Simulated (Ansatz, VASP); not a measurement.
CuAu: VASP beside Ansatz

```
CELL_PARAMETERS angstrom
5.18054 0.00000 0.00000
-2.59027 4.48648 0.00000
0.00000 0.00000 4.39274
ATOMIC_POSITIONS crystal
Cu 0.50000 0.00000 0.00000
Cu 0.50000 0.50000 0.00000
Cu 0.00000 0.50000 0.00000
Au 0.00000 0.00000 0.00000
Au 0.33333 0.66667 0.50000
Au 0.66667 0.33333 0.50000
```

Alike in both runs: functional PBE; k mesh 6 × 6 × 4; occupations gaussian, width 0.1 eV; no spin polarisation.

Ansatz relaxed the structure, and its values are those at the end. VASP's run is a single point on that final structure, the one shown.

|  | VASP | Ansatz |
| --- | --- | --- |
| version | VASP 6.6.1 | Ansatz 0.2.0 |
| potentials or method | VASP PAW PBE potentials, release 64 (Cu, Au), cutoff 520 eV | scalar-relativistic, plane waves, PAW |
| valence electrons in the cell | 66 | 114 |

|  | VASP | Ansatz | Ansatz less VASP |
| --- | --- | --- | --- |
| gap on the k mesh at the Fermi level (eV) | none | none | - |
| pressure (GPa) | 0.1 | -0.1 | -0.13 |

A gap of «none» marks a metal or a gap that the smearing closes. The functional is the same, so the differences come from potentials, cutoffs and numerics. VASP's potentials hold 66 valence electrons a cell and Ansatz's 114, so a difference there can come from the potentials and not from the codes.

Neither program's run includes spin-orbit coupling.
